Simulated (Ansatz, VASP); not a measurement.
Two plane-wave programs on Be

```xyz
1
Lattice="2.1636 0.0000 0.0000 0.0000 2.1636 0.0000 0.0000 0.0000 2.1636" Properties=species:S:1:pos:R:3 pbc="T T T"
Be    0.0000    0.0000    0.0000
```

Alike in both runs: functional PBE; k mesh 8 × 8 × 8; occupations gaussian, width 0.1 eV; no spin polarisation.

Ansatz relaxed the structure, and its values are those at the end. VASP's run is a single point on that final structure, the one shown.

|  | VASP | Ansatz |
| --- | --- | --- |
| version | VASP 6.6.1 | Ansatz 0.2.0 |
| potentials or method | VASP PAW PBE potentials, release 64 (Be), cutoff 520 eV | scalar-relativistic, plane waves, PAW |
| valence electrons in the cell | 2 | 2 |

|  | VASP | Ansatz | Ansatz less VASP |
| --- | --- | --- | --- |
| gap on the k mesh at the Fermi level (eV) | none | none | - |
| pressure (GPa) | 0.0 | 0.0 | -0.08 |

A gap of «none» marks a metal or a gap that the smearing closes.

The k mesh is coarse, so the values compare programs but aren't converged.
